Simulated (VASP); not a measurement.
Pb, 1 atom in the cell. The structure is cubic, space group Im-3m (No. 229). The conventional cell has a = 3.858 Å, b = 3.858 Å, c = 3.858 Å, α = 90.00°, β = 90.00°, γ = 90.00°. Pb (site symmetry m-3m) has 14 Pb at 3.34 to 3.86 Å within 4.4 Å. This isn't the form of Pb at room conditions, which is fcc.

| Item | Value |
| --- | --- |
| Program | VASP 6.6.1 |
| Task | single point |
| Functional | LDA |
| Potentials or basis | VASP PAW LDA potentials, release 64 (Pb_d) |
| Cutoff | 520 eV |
| k mesh | 9 × 9 × 9 |
| Occupations | fermi-dirac, width 0.05 eV |
| Spin | no spin polarisation |
| Dipole correction | no |
| Further INCAR settings | ALGO = Normal; EDIFF = 1e-06; NBANDS = 13 |

Potentials or basis: VASP PAW LDA potentials, release 64 (Pb_d).

The run is started by

```console
$ cat potpaw_LDA.64/Pb_d/POTCAR > POTCAR
$ mpirun -np 1 vasp_std > vasp.out
```

Hardware: 1 thread of Intel Xeon 8259CL, on a shared host.

Question: How long does it take, and how much memory?

Answer: It took 16 s on 1 thread of Intel Xeon 8259CL, with other jobs on the host, peak memory 0.14 GiB. Counts: scf iterations 9, k points 35.
